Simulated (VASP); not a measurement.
# Re (P6_3/mmc) in VASP: single point with LDA

Aim: the single point of Re with LDA.

Everything below comes from runs of VASP 6.6.1. Logs are shortened: lines on timing, memory, paths and dates and some standing lists are left out, and cuts for length are marked.

### Step 1. The cell of the first run

Symmetry: P6_3/mmc, No. 194, hexagonal system. The conventional cell has a = 2.738 Å, b = 2.738 Å, c = 4.415 Å, α = 90.00°, β = 90.00°, γ = 120.00°. Re (site symmetry -6m2) has 12 Re at 2.72 to 2.74 Å within 3.6 Å.

### Step 2. Single point, LDA

INCAR reads:

```
SYSTEM = Re
ALGO     = Normal         ! electronic algorithm
EDIFF    = 1E-6           ! SCF threshold, eV
ENCUT    = 500            ! plane-wave cutoff, eV
GGA_COMPAT= .FALSE.      
ISIF     = 2              ! what is computed and relaxed
ISMEAR   = -1             ! smearing method
LASPH    = .TRUE.         ! aspherical terms in the spheres
LCHARG   = .FALSE.        ! write CHGCAR
LREAL    = .FALSE.        ! projectors in reciprocal space
LWAVE    = .FALSE.        ! write WAVECAR
NBANDS   = 22             ! bands
NELM     = 120            ! most SCF steps
PREC     = Accurate       ! precision mode
SIGMA    = 0.05           ! smearing width, eV
```

KPOINTS reads:

```
k-points
0
G
  17 17 9
  0 0 0
```

POSCAR reads:

```
Re
1.0
    2.7383010993      0.0000000000      0.0000000000
   -1.3691505496      2.3714383152      0.0000000000
    0.0000000000      0.0000000000      4.4145832978
Re
2
Direct
    0.3333333333      0.6666666667      0.2500000000
    0.6666666667      0.3333333333      0.7500000000
```

Potentials or basis: VASP PAW LDA potentials, release 64 (Re_sv_GW).

On the command line:

```sh
$ cat potpaw_LDA.64/Re_sv_GW/POTCAR > POTCAR
$ mpirun -np 1 vasp_std > vasp.out
```

OUTCAR:

```text
SYSTEM = Re
   EDIFF = 1E-6
   ENCUT = 500
   ISIF = 2
   ISMEAR = -1
   LASPH = .TRUE.
   LREAL = .FALSE.
   NELM = 120
   PREC = Accurate

 ion  position               nearest neighbor table
   1  0.333  0.667  0.250-   2 2.72   2 2.72   2 2.72   2 2.72   2 2.72   2 2.72
   2  0.667  0.333  0.750-   1 2.72   1 2.72   1 2.72   1 2.72   1 2.72   1 2.72

  LATTYP: Found a hexagonal cell.
 ALAT       =     2.7383010993
 C/A-ratio  =     1.6121613868

  Lattice vectors:

 A1 = (   2.7383010993,   0.0000000000,   0.0000000000)
 A2 = (  -1.3691505496,   2.3714383152,   0.0000000000)
 A3 = (   0.0000000000,   0.0000000000,   4.4145832978)

Analysis of symmetry for initial positions (statically):
=====================================================================
 Subroutine PRICEL returns:
 Original cell was already a primitive cell.

 Routine SETGRP: Setting up the symmetry group for a
 hexagonal supercell.

 Subroutine GETGRP returns: Found 24 space group operations
 (whereof 12 operations were pure point group operations)
 out of a pool of 24 trial point group operations.

The static configuration has the point symmetry D_3d.
 The point group associated with its full space group is D_6h.

Analysis of symmetry for dynamics (positions and initial velocities):
=====================================================================
 Subroutine PRICEL returns:
 Original cell was already a primitive cell.

 Routine SETGRP: Setting up the symmetry group for a
 hexagonal supercell.

 Subroutine GETGRP returns: Found 24 space group operations
 (whereof 12 operations were pure point group operations)
 out of a pool of 24 trial point group operations.

The dynamic configuration has the point symmetry D_3d.
 The point group associated with its full space group is D_6h.

 Subroutine INISYM returns: Found 24 space group operations
 (whereof 12 operations are pure point group operations),
 and found     1 'primitive' translations

----------------------------------------------------------------------------------------

                                     Primitive cell

  volume of cell :      28.6670

  direct lattice vectors                    reciprocal lattice vectors
     2.738301099  0.000000000  0.000000000     0.365189935  0.210842507  0.000000000
    -1.369150550  2.371438315  0.000000000     0.000000000  0.421685014  0.000000000
     0.000000000  0.000000000  4.414583298     0.000000000  0.000000000  0.226521946

  length of vectors
     2.738301099  2.738301099  4.414583298     0.421685014  0.421685014  0.226521946

  position of ions in fractional coordinates (direct lattice)
     0.333333333  0.666666667  0.250000000
     0.666666667  0.333333333  0.750000000

  ion indices of the primitive-cell ions
   primitive index   ion index
                 1           1
                 2           2

----------------------------------------------------------------------------------------

 KPOINTS: k-points

Automatic generation of k-mesh.
 Grid dimensions read from file:
 generate k-points for:   17   17    9

 Generating k-lattice:

  Cartesian coordinates                     Fractional coordinates (reciprocal lattice)
     0.021481761  0.012402500  0.000000000     0.058823529 -0.000000000  0.000000000
     0.000000000  0.024805001  0.000000000     0.000000000  0.058823529  0.000000000
     0.000000000  0.000000000  0.025169105     0.000000000  0.000000000  0.111111111

  Length of vectors
     0.024805001  0.024805001  0.025169105

  Shift w.r.t. Gamma in fractional coordinates (k-lattice)
     0.000000000  0.000000000  0.000000000

 Subroutine IBZKPT returns following result:
 ===========================================

 Found    165 irreducible k-points:

 Following reciprocal coordinates:
            Coordinates               Weight
  0.000000  0.000000  0.000000      1.000000
  0.058824  0.000000  0.000000      6.000000
  0.117647  0.000000  0.000000      6.000000
  0.176471  0.000000  0.000000      6.000000
  0.235294  0.000000  0.000000      6.000000
  0.294118 -0.000000  0.000000      6.000000
[... 16 lines left out ...]
  0.411765  0.117647  0.000000     12.000000
  0.176471  0.176471  0.000000      6.000000
 [... further k-points ...]
   k-points           NKPTS =    165   k-points in BZ     NKDIM =    165   number of bands    NBANDS=     22
   number of dos      NEDOS =    301   number of ions     NIONS =      2
   total plane-waves  NPLWV =  12800
   dimension x,y,z NGX =    20 NGY =   20 NGZ =   32
   dimension x,y,z NGXF=    40 NGYF=   40 NGZF=   64
   ions per type =               2
   NGX,Y,Z   is equivalent  to a cutoff of  12.14, 12.14, 12.05 a.u.
   NGXF,Y,Z  is equivalent  to a cutoff of  24.28, 24.28, 24.10 a.u.
 SYSTEM =  Re
   PREC   = accura    normal or accurate (medium, high low for compatibility)
   ISTART =      0    job   : 0-new  1-cont  2-samecut
   ICHARG =      2    charge: 1-file 2-atom 10-const
   ISPIN  =      1    spin polarized calculation?
   LNONCOLLINEAR =      F non collinear calculations
   LSORBIT =      F    spin-orbit coupling
   LASPH  =      T    aspherical Exc in radial PAW
   ENCUT  =  500.0 eV  36.75 Ry    6.06 a.u.   4.99  4.99  8.05*2*pi/ulx,y,z
   NELM   =    120;   NELMIN=  2; NELMDL= -5     # of ELM steps
   EDIFF  = 0.1E-05   stopping-criterion for ELM
   LREAL  =      F    real-space projection
   EDIFFG = 0.1E-04   stopping-criterion for IOM
   NSW    =      0    number of steps for IOM
   IBRION =     -1    ionic relax: 0-MD 1-quasi-New 2-CG
   NFREE  =      0    steps in history (QN), initial steepest desc. (CG)
   ISIF   =      2    stress and relaxation
   ISYM   =      2    0-nonsym 1-usesym 2-fastsym
   POTIM  = 0.5000    time-step for ionic-motion
   TEBEG  =    0.0;   TEEND  =   0.0 temperature during run
   PSTRESS=    0.0 pullay stress
   NELECT =      30.0000    total number of electrons
   NUPDOWN=      -1.0000    fix difference up-down
   EMIN   =  10.00;   EMAX   =-10.00  energy-range for DOS
   EFERMI =   0.00;   METHOD = LEGACY
   ISMEAR =    -1;   SIGMA  =   0.05  broadening in eV -4-tet -1-fermi 0-gaus
   EFERMI_NEDOS =   21; number of points for ismear=-14 and -15
   IALGO  =     38    algorithm
   IMIX   =      4    mixing-type and parameters
     AMIX     =   0.40;   BMIX     =  1.00
     AMIX_MAG =   1.60;   BMIX_MAG =  1.00
  volume/ion in A,a.u.               =      14.33        96.73
  Fermi-wavevector in a.u.,A,eV,Ry     =   1.662089  3.140893 37.586646  2.762541
  Thomas-Fermi vector in A             =   2.749040
   LORBIT       =      0    0 simple, 1 ext, 2 COOP (PROOUT), +10 PAW based schemes
   GGA     = CA    functional components
   LHFCALC =     F    Hartree Fock is set to
   AEXX    =    0.0000 exact exchange contribution
   IVDW    =     0    specifies the selected vdW correction
   LEPSILON=     F    determine dielectric tensor
   LRPA    =     F    only Hartree local field effects (RPA)
 non-spin polarized calculation
  energy-cutoff  :      500.00
  volume of cell :       28.67
 maximum number of plane-waves:       750
 NGX is ok and might be reduce to    20
   NGX =  9   NGY =  9   NGZ = 17

 number of electron      29.9999994 magnetization

 Free energy of the ion-electron system (eV)
  ---------------------------------------------------
  ext. energy  EPLUGINS =         0.00000000
  ---------------------------------------------------
  free energy    TOTEN  =       -30.75789248 eV

  energy without entropy =      -30.74590820  energy(sigma->0) =      -30.75190034

 E-fermi :  13.2444     XC(G=0): -14.5770

 val. band max:       13.2374215091   @ k =   0.1765   0.1176   0.4444
 cond. band min:      13.2457629045   @ k =   0.4706   0.0588   0.3333
 fundamental gap:      0.0083413955
 Fermi energy:        13.2444248094

 k-point     1 :       0.0000    0.0000    0.0000
  band No.  band energies     occupation
      1     -66.1805      2.00000
      2     -66.0379      2.00000
      3     -28.9734      2.00000
      4     -27.8053      2.00000
      5     -27.8053      2.00000
      6     -27.6103      2.00000
[... 14 lines left out ...]
     21      23.5749      0.00000
     22      26.7734      0.00000

 k-point     2 :       0.0588    0.0000    0.0000
  band No.  band energies     occupation
      1     -66.1765      2.00000
      2     -66.0362      2.00000
      3     -28.9587      2.00000
      4     -27.8402      2.00000
      5     -27.8164      2.00000
      6     -27.6461      2.00000
[... 14 lines left out ...]
     21      23.5817      0.00000
     22      27.1072      0.00000

 k-point     3 :       0.1176    0.0000    0.0000
  band No.  band energies     occupation
      1     -66.1653      2.00000
      2     -66.0313      2.00000
      3     -28.9159      2.00000
      4     -27.9397      2.00000
      5     -27.8480      2.00000
      6     -27.7492      2.00000
[... 14 lines left out ...]
     21      23.5483      0.00000
     22      28.0323      0.00000

 k-point     4 :       0.1765    0.0000    0.0000
  band No.  band energies     occupation
      1     -66.1477      2.00000
      2     -66.0239      2.00000
      3     -28.8470      2.00000
      4     -28.0883      2.00000
      5     -27.9001      2.00000
      6     -27.8942      2.00000
[... 14 lines left out ...]
     21      23.3900      0.00000
     22      29.2102      0.00000

 k-point     5 :       0.2353    0.0000    0.0000
  band No.  band energies     occupation
      1     -66.1260      2.00000
      2     -66.0158      2.00000
      3     -28.7577      2.00000
      4     -28.2682      2.00000
      5     -28.0760      2.00000
      6     -27.9483      2.00000
[... 14 lines left out ...]
     21      23.1049      0.00000
     22      29.0691      0.00000

 k-point     6 :       0.2941   -0.0000    0.0000
  band No.  band energies     occupation
      1     -66.1024      2.00000
      2     -66.0083      2.00000
      3     -28.6541      2.00000
      4     -28.4520      2.00000
      5     -28.2521      2.00000
      6     -28.0025      2.00000
[... 14 lines left out ...]
     21      23.2567      0.00000
     22      27.3154      0.00000

 k-point     7 :       0.3529   -0.0000    0.0000
  band No.  band energies     occupation
      1     -66.0795      2.00000
      2     -66.0032      2.00000
      3     -28.6157      2.00000
      4     -28.5463      2.00000
      5     -28.4059      2.00000
      6     -28.0503      2.00000
[... 324 lines left out ...]
      6     -28.0164      2.00000
[... 14 lines left out ...]
     21      23.9422      0.00000
     22      26.9754      0.00000

 k-point    21 :       0.2941    0.1176    0.0000
  band No.  band energies     occupation
      1     -66.0730      2.00000
      2     -66.0022      2.00000
      3     -28.5928      2.00000
      4     -28.5145      2.00000
      5     -28.4256      2.00000
      6     -28.0915      2.00000
[... 14 lines left out ...]
     21      24.9104      0.00000
     22      25.2387      0.00000

 k-point    22 :       0.3529    0.1176    0.0000
  band No.  band energies     occupation
      1     -66.0547      2.00000
      2     -66.0006      2.00000
      3     -28.7052      2.00000
      4     -28.5029      2.00000
      5     -28.4159      2.00000
      6     -28.1473      2.00000
[... 14 lines left out ...]
     21      23.4304      0.00000
     22      25.0651      0.00000

 k-point    23 :       0.4118    0.1176    0.0000
  band No.  band energies     occupation
      1     -66.0435      2.00000
      2     -66.0011      2.00000
      3     -28.7650      2.00000
      4     -28.5446      2.00000
      5     -28.3497      2.00000
      6     -28.1770      2.00000
[... 14 lines left out ...]
     21      23.8396      0.00000
     22      24.2443      0.00000

 k-point    24 :       0.1765    0.1765    0.0000
  band No.  band energies     occupation
      1     -66.0970      2.00000
      2     -66.0070      2.00000
      3     -28.6300      2.00000
      4     -28.3670      2.00000
      5     -28.3545      2.00000
      6     -27.9979      2.00000
[... 14 lines left out ...]
     21      23.9038      0.00000
     22      27.4924      0.00000

 [... further k-points ...]
[... 5 lines left out ...]
  --------------------------------------------------------------------------------------
  -------------------------------------------------------------------------------------
  Total       -0.1673129     -0.1673129     -0.1855313     -0.0000000      0.0000000     -0.0000000
  in kB       -9.3509811     -9.3509811    -10.3691970     -0.0000000      0.0000000     -0.0000000
  external PRESSURE =      -9.6903864 kB  Pullay stress =       0.0000000 kB

 VOLUME and BASIS-vectors are now :
 -----------------------------------------------------------------------------
  energy-cutoff  :      500.00
  volume of cell :       28.67
      direct lattice vectors                 reciprocal lattice vectors
     2.738301099  0.000000000  0.000000000     0.365189935  0.210842507  0.000000000
    -1.369150550  2.371438315  0.000000000     0.000000000  0.421685014  0.000000000
     0.000000000  0.000000000  4.414583298     0.000000000  0.000000000  0.226521946

 POSITION                                       TOTAL-FORCE (eV/Angst)
 -----------------------------------------------------------------------------------
     -0.00000      1.58096      1.10365        -0.000000      0.000000      0.000000
      1.36915      0.79048      3.31094         0.000000     -0.000000      0.000000
 -----------------------------------------------------------------------------------
    total drift:                               -0.000000      0.000000     -0.000000

  FREE ENERGIE OF THE ION-ELECTRON SYSTEM (eV)
  ---------------------------------------------------
  free  energy   TOTEN  =       -30.7578924842 eV

  energy  without entropy=      -30.7459081956  energy(sigma->0) =      -30.75190034
```

It took 36 s on 1 thread of AMD EPYC 9R45 (Zen 5), shared host; peak memory 0.16 GiB.

What came out:

| Property | Result |
| --- | --- |
| Free energy | -30.7579 eV |
| Pressure | -1.0 GPa |
| Band gap on the k mesh | zero (bands 15 and 16 overlap by 3.40 eV) |

Stress tensor (GPa, compression positive):
```
-0.94  0.00  0.00
 0.00 -0.94  0.00
 0.00  0.00 -1.04
```

Levels at points of the mesh, in eV from the Fermi level:
```csv
k point,band 11,band 12,band 13,band 14,band 15,band 16,band 17,band 18,band 19,band 20
"(0.00, 0.00, 0.00)",-1.68,-1.68,-1.65,-0.80,-0.80,0.14,0.14,0.83,3.46,3.46
```

Caveat: spin-orbit coupling is left out, which moves the levels of the heavy elements.
